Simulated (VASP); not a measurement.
# ZrP3Os (P4/mmm) in VASP: further runs

The runs below take ZrP3Os through single point, relaxation of cell and atoms, with PBE.

Everything below comes from runs of VASP 6.6.1. Logs are shortened: lines on timing, memory, paths and dates and some standing lists are left out, and cuts for length are marked.

## Step 1: The cell of the first run

Symmetry: P4/mmm, No. 123, tetragonal system. The conventional cell has a = 3.805 Å, b = 3.805 Å, c = 8.780 Å, α = 90.00°, β = 90.00°, γ = 90.00°. Zr (site symmetry 4/mmm) has 4 Os at 2.69 Å within 3.5 Å. Within 2.8 Å of P (site symmetry 4mm) lie 1 P at 2.15 Å and 1 Os at 2.24 Å. Within 2.8 Å of P (site symmetry 4/mmm) lie 2 P at 2.15 Å. Os (site symmetry 4/mmm) has 2 P at 2.24 Å and 4 Zr at 2.69 Å within 3.0 Å.

## Step 2: Single point, PBE

INCAR reads:

```
PREC = Accurate
ENCUT = 520
EDIFF = 1E-7
ISMEAR = 0
SIGMA = 0.1
LREAL = False
LASPH = True
NELM = 80
ALGO = Normal
ISIF = 2
LWAVE = False
LCHARG = False
GGA = PE
NBANDS = 26
```

KPOINTS reads:

```
regular mesh
0
Gamma
  4 4 4
```

POSCAR reads:

```
ZrP3Os
1.0
    3.8051902903      0.0000000000      0.0000000000
    0.0000000000      3.8051902903      0.0000000000
    0.0000000000      0.0000000000      8.7796666994
Zr P Os
1 3 1
Direct
    0.0000000000      0.0000000000      0.5000000000
    0.5000000000      0.5000000000      0.7549892023
    0.5000000000      0.5000000000      0.2450107977
    0.5000000000      0.5000000000      0.0000000000
    0.5000000000      0.5000000000      0.5000000000
```

Potentials or basis: VASP PAW PBE potentials, release 64 (Zr_sv, P, Os).

Command:

```bash
$ cat potpaw_PBE.64/Zr_sv/POTCAR potpaw_PBE.64/P/POTCAR potpaw_PBE.64/Os/POTCAR > POTCAR
$ mpirun -np 1 vasp_std > vasp.out
```

OUTCAR:

```text
PREC = Accurate
   ENCUT = 520
   EDIFF = 1E-7
   ISMEAR = 0
   LREAL = False
   LASPH = True
   NELM = 80
   ISIF = 2
   GGA = PE

 ion  position               nearest neighbor table
   1  0.000  0.000  0.500-   5 2.69   5 2.69   5 2.69   5 2.69
   2  0.500  0.500  0.755-   4 2.15   5 2.24
   3  0.500  0.500  0.245-   4 2.15   5 2.24
   4  0.500  0.500  0.000-   2 2.15   3 2.15
   5  0.500  0.500  0.500-   2 2.24   3 2.24   1 2.69   1 2.69   1 2.69   1 2.69

  LATTYP: Found a simple tetragonal cell.
 ALAT       =     3.8051902903
 C/A-ratio  =     2.3072871603

  Lattice vectors:

 A1 = (   3.8051902903,   0.0000000000,   0.0000000000)
 A2 = (   0.0000000000,   3.8051902903,   0.0000000000)
 A3 = (   0.0000000000,   0.0000000000,   8.7796666994)

Analysis of symmetry for initial positions (statically):
=====================================================================
 Subroutine PRICEL returns:
 Original cell was already a primitive cell.

 Routine SETGRP: Setting up the symmetry group for a
 simple tetragonal supercell.

 Subroutine GETGRP returns: Found 16 space group operations
 (whereof 16 operations were pure point group operations)
 out of a pool of 16 trial point group operations.

The static configuration has the point symmetry D_4h.

Analysis of symmetry for dynamics (positions and initial velocities):
=====================================================================
 Subroutine PRICEL returns:
 Original cell was already a primitive cell.

 Routine SETGRP: Setting up the symmetry group for a
 simple tetragonal supercell.

 Subroutine GETGRP returns: Found 16 space group operations
 (whereof 16 operations were pure point group operations)
 out of a pool of 16 trial point group operations.

The dynamic configuration has the point symmetry D_4h.

 Subroutine INISYM returns: Found 16 space group operations
 (whereof 16 operations are pure point group operations),
 and found     1 'primitive' translations

----------------------------------------------------------------------------------------

                                     Primitive cell

  volume of cell :     127.1249

  direct lattice vectors                    reciprocal lattice vectors
     3.805190290  0.000000000  0.000000000     0.262798947  0.000000000  0.000000000
     0.000000000  3.805190290  0.000000000     0.000000000  0.262798947  0.000000000
     0.000000000  0.000000000  8.779666699     0.000000000  0.000000000  0.113899540

  length of vectors
     3.805190290  3.805190290  8.779666699     0.262798947  0.262798947  0.113899540

  position of ions in fractional coordinates (direct lattice)
     0.000000000  0.000000000  0.500000000
     0.500000000  0.500000000  0.754989202
     0.500000000  0.500000000  0.245010798
     0.500000000  0.500000000  0.000000000
     0.500000000  0.500000000  0.500000000

  ion indices of the primitive-cell ions
   primitive index   ion index
                 1           1
                 2           2
                 3           3
                 4           4
                 5           5

----------------------------------------------------------------------------------------

 KPOINTS: regular mesh

Automatic generation of k-mesh.
 Grid dimensions read from file:
 generate k-points for:    4    4    4

 Generating k-lattice:

  Cartesian coordinates                     Fractional coordinates (reciprocal lattice)
     0.065699737  0.000000000  0.000000000     0.250000000  0.000000000  0.000000000
     0.000000000  0.065699737  0.000000000     0.000000000  0.250000000  0.000000000
     0.000000000  0.000000000  0.028474885     0.000000000  0.000000000  0.250000000

  Length of vectors
     0.065699737  0.065699737  0.028474885

  Shift w.r.t. Gamma in fractional coordinates (k-lattice)
     0.000000000  0.000000000  0.000000000

 Subroutine IBZKPT returns following result:
 ===========================================

 Found     18 irreducible k-points:

 Following reciprocal coordinates:
            Coordinates               Weight
  0.000000  0.000000  0.000000      1.000000
  0.250000  0.000000  0.000000      4.000000
  0.500000  0.000000  0.000000      2.000000
  0.250000  0.250000  0.000000      4.000000
  0.500000  0.250000  0.000000      4.000000
  0.500000  0.500000  0.000000      1.000000
[... 10 lines left out ...]
  0.500000  0.250000  0.500000      4.000000
  0.500000  0.500000  0.500000      1.000000
   k-points           NKPTS =     18   k-points in BZ     NKDIM =     18   number of bands    NBANDS=     26
   number of dos      NEDOS =    301   number of ions     NIONS =      5
   total plane-waves  NPLWV =  54880
   dimension x,y,z NGX =    28 NGY =   28 NGZ =   70
   dimension x,y,z NGXF=    56 NGYF=   56 NGZF=  140
   ions per type =               1   3   1
   NGX,Y,Z   is equivalent  to a cutoff of  12.23, 12.23, 13.25 a.u.
   NGXF,Y,Z  is equivalent  to a cutoff of  24.47, 24.47, 26.51 a.u.
 SYSTEM =  unknown system
   PREC   = accura    normal or accurate (medium, high low for compatibility)
   ISTART =      0    job   : 0-new  1-cont  2-samecut
   ICHARG =      2    charge: 1-file 2-atom 10-const
   ISPIN  =      1    spin polarized calculation?
   LNONCOLLINEAR =      F non collinear calculations
   LSORBIT =      F    spin-orbit coupling
   LASPH  =      T    aspherical Exc in radial PAW
   ENCUT  =  520.0 eV  38.22 Ry    6.18 a.u.   7.08  7.08 16.32*2*pi/ulx,y,z
   NELM   =     80;   NELMIN=  2; NELMDL= -5     # of ELM steps
   EDIFF  = 0.1E-06   stopping-criterion for ELM
   LREAL  =      F    real-space projection
   EDIFFG = 0.1E-05   stopping-criterion for IOM
   NSW    =      0    number of steps for IOM
   IBRION =     -1    ionic relax: 0-MD 1-quasi-New 2-CG
   NFREE  =      0    steps in history (QN), initial steepest desc. (CG)
   ISIF   =      2    stress and relaxation
   ISYM   =      2    0-nonsym 1-usesym 2-fastsym
   POTIM  = 0.5000    time-step for ionic-motion
   TEBEG  =    0.0;   TEEND  =   0.0 temperature during run
   PSTRESS=    0.0 pullay stress
   NELECT =      35.0000    total number of electrons
   NUPDOWN=      -1.0000    fix difference up-down
   EMIN   =  10.00;   EMAX   =-10.00  energy-range for DOS
   EFERMI =   0.00;   METHOD = LEGACY
   ISMEAR =     0;   SIGMA  =   0.10  broadening in eV -4-tet -1-fermi 0-gaus
   EFERMI_NEDOS =   21; number of points for ismear=-14 and -15
   IALGO  =     38    algorithm
   IMIX   =      4    mixing-type and parameters
     AMIX     =   0.40;   BMIX     =  1.00
     AMIX_MAG =   1.60;   BMIX_MAG =  1.00
  volume/ion in A,a.u.               =      25.42       171.58
  Fermi-wavevector in a.u.,A,eV,Ry     =   1.065011  2.012578 15.432374  1.134248
  Thomas-Fermi vector in A             =   2.200548
   LORBIT       =      0    0 simple, 1 ext, 2 COOP (PROOUT), +10 PAW based schemes
   GGA     = PE    functional components
   LHFCALC =     F    Hartree Fock is set to
   AEXX    =    0.0000 exact exchange contribution
   IVDW    =     0    specifies the selected vdW correction
   LEPSILON=     F    determine dielectric tensor
   LRPA    =     F    only Hartree local field effects (RPA)
 non-spin polarized calculation
 Gauss-broadening in eV      SIGMA  =   0.10
  energy-cutoff  :      520.00
  volume of cell :      127.12
 maximum number of plane-waves:      3462
   NGX = 15   NGY = 15   NGZ = 33

 number of electron      34.9999996 magnetization

 Free energy of the ion-electron system (eV)
  ---------------------------------------------------
  ext. energy  EPLUGINS =         0.00000000
  ---------------------------------------------------
  free energy    TOTEN  =       -33.00669215 eV

  energy without entropy =      -32.99667830  energy(sigma->0) =      -33.00168523

 E-fermi :   4.1428     XC(G=0):  -9.1490

 val. band max:        4.0972922704   @ k =   0.5000   0.5000   0.0000
 cond. band min:       4.1637803419   @ k =   0.5000   0.0000   0.2500
 fundamental gap:      0.0664880715
 Fermi energy:         4.1428309046

 k-point     1 :       0.0000    0.0000    0.0000
  band No.  band energies     occupation
      1     -45.8687      2.00000
      2     -24.0822      2.00000
      3     -23.7010      2.00000
      4     -23.7010      2.00000
      5      -8.3839      2.00000
      6      -6.5984      2.00000
[... 18 lines left out ...]
     25       8.3637      0.00000
     26       8.5416      0.00000

 k-point     2 :       0.2500    0.0000    0.0000
  band No.  band energies     occupation
      1     -45.8638      2.00000
      2     -24.0793      2.00000
      3     -23.7698      2.00000
      4     -23.7199      2.00000
      5      -8.2114      2.00000
      6      -6.4343      2.00000
[... 18 lines left out ...]
     25       7.8656      0.00000
     26       9.2596      0.00000

 k-point     3 :       0.5000    0.0000    0.0000
  band No.  band energies     occupation
      1     -45.8588      2.00000
      2     -24.0764      2.00000
      3     -23.8375      2.00000
      4     -23.7388      2.00000
      5      -8.0232      2.00000
      6      -6.2518      2.00000
[... 18 lines left out ...]
     25       6.9428      0.00000
     26       8.0279      0.00000

 k-point     4 :       0.2500    0.2500    0.0000
  band No.  band energies     occupation
      1     -45.8614      2.00000
      2     -24.0753      2.00000
      3     -23.7872      2.00000
      4     -23.7398      2.00000
      5      -8.0530      2.00000
      6      -6.2655      2.00000
[... 18 lines left out ...]
     25       7.2281      0.00000
     26       9.8987      0.00000
[... 322 lines left out ...]
      1     -45.8614      2.00000
      2     -24.0753      2.00000
      3     -23.7872      2.00000
      4     -23.7398      2.00000
      5      -7.8443      2.00000
      6      -6.9446      2.00000
[... 18 lines left out ...]
     25       6.8204      0.00000
     26       6.9050      0.00000

 k-point    17 :       0.5000    0.2500    0.5000
  band No.  band energies     occupation
      1     -45.8590      2.00000
      2     -24.0714      2.00000
      3     -23.8068      2.00000
      4     -23.7574      2.00000
      5      -7.6754      2.00000
      6      -6.7527      2.00000
[... 18 lines left out ...]
     25       7.0302      0.00000
     26       7.2695      0.00000

 k-point    18 :       0.5000    0.5000    0.5000
  band No.  band energies     occupation
      1     -45.8593      2.00000
      2     -24.0663      2.00000
      3     -23.7759      2.00000
      4     -23.7759      2.00000
      5      -7.5102      2.00000
      6      -6.5979      2.00000
[... 18 lines left out ...]
     25       6.7534      0.00000
     26       6.7553      0.00000

------------------------ aborting loop because EDIFF is reached ----------------------------------------

  FORCE on cell =-STRESS in cart. coord.  units (eV):
  Direction    XX          YY          ZZ          XY          YZ          ZX
  --------------------------------------------------------------------------------------
  -------------------------------------------------------------------------------------
  Total        0.0425134      0.0425134      0.1000621      0.0000000      0.0000000     -0.0000000
  in kB        0.5358031      0.5358031      1.2610994      0.0000000      0.0000000     -0.0000000
  external PRESSURE =       0.7775685 kB  Pullay stress =       0.0000000 kB

 VOLUME and BASIS-vectors are now :
 -----------------------------------------------------------------------------
  energy-cutoff  :      520.00
  volume of cell :      127.12
      direct lattice vectors                 reciprocal lattice vectors
     3.805190290  0.000000000  0.000000000     0.262798947  0.000000000  0.000000000
     0.000000000  3.805190290  0.000000000     0.000000000  0.262798947  0.000000000
     0.000000000  0.000000000  8.779666699     0.000000000  0.000000000  0.113899540

 POSITION                                       TOTAL-FORCE (eV/Angst)
 -----------------------------------------------------------------------------------
      0.00000      0.00000      4.38983        -0.000000     -0.000000      0.000000
      1.90260      1.90260      6.62855        -0.000000      0.000000      0.098319
      1.90260      1.90260      2.15111         0.000000      0.000000     -0.098319
      1.90260      1.90260      0.00000        -0.000000     -0.000000      0.000000
      1.90260      1.90260      4.38983        -0.000000     -0.000000      0.000000
 -----------------------------------------------------------------------------------
    total drift:                               -0.000000      0.000000      0.000000

  FREE ENERGIE OF THE ION-ELECTRON SYSTEM (eV)
  ---------------------------------------------------
  free  energy   TOTEN  =       -33.0066921527 eV

  energy  without entropy=      -32.9966782993  energy(sigma->0) =      -33.00168523
```

It took 45 s on 1 thread of Intel Xeon Platinum 8375C at 2.90GHz (Ice Lake), shared host; peak memory 0.25 GiB.

Results:

```yaml
Free_energy: -33.0067 eV
Pressure: 0.1 GPa
Largest_force: 0.098 eV/Å
```

Forces in eV/Å, atoms in the order of the input:
```
Zr   0.000  0.000  0.000
P    0.000  0.000  0.098
P    0.000  0.000 -0.098
P    0.000  0.000  0.000
Os   0.000  0.000  0.000
```

Caveat: the k points lie up to 0.41 Å⁻¹ apart; spin-orbit coupling is left out, which moves the levels of the heavy elements.

## Step 3: Relaxation of cell and atoms, PBE

This run uses another cell than the first one, of 22.63 Å³/atom, 0.890 times its volume.

INCAR reads:

```
SYSTEM = ZrP3Os
PREC     = Accurate       ! precision mode
ENCUT    = 600            ! plane-wave cutoff, eV
EDIFF    = 1E-6           ! SCF threshold, eV
ISMEAR   = 0              ! smearing method
SIGMA    = 0.1            ! smearing width, eV
LREAL    = .FALSE.        ! projectors in reciprocal space
LASPH    = .TRUE.         ! aspherical terms in the spheres
NELM     = 100            ! most SCF steps
ALGO     = Normal         ! electronic algorithm
ISIF     = 3              ! what is computed and relaxed
LWAVE    = .FALSE.        ! write WAVECAR
LCHARG   = .FALSE.        ! write CHGCAR
GGA      = PE             ! functional
IBRION   = 2              ! ionic algorithm
NSW      = 90             ! ionic steps
EDIFFG   = -0.04          ! ionic threshold
```

KPOINTS reads:

```
Automatic mesh
0
G
  4 4 4
  0 0 0
```

POSCAR reads:

```
ZrP3Os
1.0
    3.8980644800      0.0000000000      0.0000000000
    0.0000000000      3.8980644800      0.0000000000
    0.0000000000      0.0000000000      7.4462976400
Zr P Os
1 3 1
Direct
    0.0000000000      0.0000000000      0.5000000000
    0.5000000000      0.5000000000      0.7264650000
    0.5000000000      0.5000000000      0.2735350000
    0.5000000000      0.5000000000      0.0000000000
    0.5000000000      0.5000000000      0.5000000000
```

Potentials or basis: VASP PAW PBE potentials, release 64 (Zr_sv, P, Os).

Command:

```bash
$ cat potpaw_PBE.64/Zr_sv/POTCAR potpaw_PBE.64/P/POTCAR potpaw_PBE.64/Os/POTCAR > POTCAR
$ mpirun -np 1 vasp_std > vasp.out
```

Run time: 27 min. Hardware: 1 thread of Intel Xeon Platinum 8375C at 2.90GHz (Ice Lake), shared host; peak memory 0.3 GiB.

The run converged. Its results:

| Quantity | Value |
| --- | --- |
| Free energy | -33.0043 eV |
| Relaxed volume | 25.41 Å³/atom |
| Relaxed cell | a = 3.805 Å, b = 3.805 Å, c = 8.778 Å, α = 90.00°, β = 90.00°, γ = 90.00° |
| Space group after relaxing (to 0.05 Å) | P4/mmm (No. 123) |
| Energy gained by relaxing | 2437.5 meV/atom |
| Ionic steps | 44 |
| Pressure after relaxing | 0.1 GPa |

Forces in eV/Å, atoms in the order of the input:
```
Zr   0.000  0.000  0.000
P    0.000  0.000  0.003
P    0.000  0.000 -0.003
P    0.000  0.000  0.000
Os   0.000  0.000  0.000
```

The path:
```tsv
step	energy change (eV)	largest force (eV/Å)	pressure (GPa)	volume (Å³)
1	0.0000	30.9228	54.91	113.15
3	20.8006	76.5600	50.71	196.62
5	0.7169	17.2896	-0.96	276.29
7	-0.4261	17.0358	0.16	267.26
9	1.1198	31.5294	25.17	178.44
11	-3.2854	20.9880	18.82	165.10
13	-9.2176	7.8477	16.87	111.26
15	76.5695	189.2001	213.03	110.06
17	40.0810	62.9329	341.24	66.68
19	-1.4601	9.9810	101.54	81.94
21	-7.6378	9.6846	48.68	95.10
23	-9.7520	4.8946	13.91	119.00
25	-9.7156	3.8629	9.74	124.54
27	-10.4055	1.4979	-0.24	134.37
29	-10.4705	0.5448	-4.17	139.86
31	-11.4571	1.2894	-3.86	140.01
33	-11.6401	2.4523	-1.87	139.52
35	-12.0715	0.1799	-1.93	133.73
37	-12.0792	0.1729	-2.14	134.25
39	-12.1794	0.1610	-0.97	128.84
41	-12.1853	0.2169	0.35	126.88
43	-12.1872	0.0792	0.09	127.09
44	-12.1875	0.0027	0.06	127.06
```

Final structure:
```
Zr P Os
1.0
     3.80458    0.00000    0.00000
     0.00000    3.80458    0.00000
     0.00000    0.00000    8.77782
Zr P Os
1 3 1
Cartesian
  0.0000 0.0000 4.3889
  1.9023 1.9023 6.6316
  1.9023 1.9023 2.1463
  1.9023 1.9023 0.0000
  1.9023 1.9023 4.3889
```

Levels at points of the mesh, in eV from the Fermi level:
```tsv
k point	band 13	band 14	band 15	band 16	band 17	band 18	band 19	band 20	band 21
(0.00, 0.00, 0.00)	-3.32	-1.94	-1.36	-1.36	0.68	1.34	1.34	1.81	1.81
(0.50, 0.00, 0.00)	-2.07	-1.64	-1.39	-1.29	-0.39	-0.27	-0.14	0.20	0.75
(0.50, 0.50, 0.00)	-3.35	-3.14	-1.29	-0.45	-0.44	-0.44	-0.06	-0.06	0.53
(0.00, 0.00, 0.50)	-3.37	-0.59	-0.59	-0.39	-0.39	0.38	0.50	2.31	2.31
(0.50, 0.00, 0.50)	-2.31	-1.39	-1.00	-0.82	-0.62	-0.32	-0.29	1.19	1.59
(0.50, 0.50, 0.50)	-2.56	-2.56	-2.19	-2.19	-0.45	0.57	1.45	2.04	2.04
```

Caveat: the k points lie up to 0.41 Å⁻¹ apart in the final cell; spin-orbit coupling is left out, which moves the levels of the heavy elements.
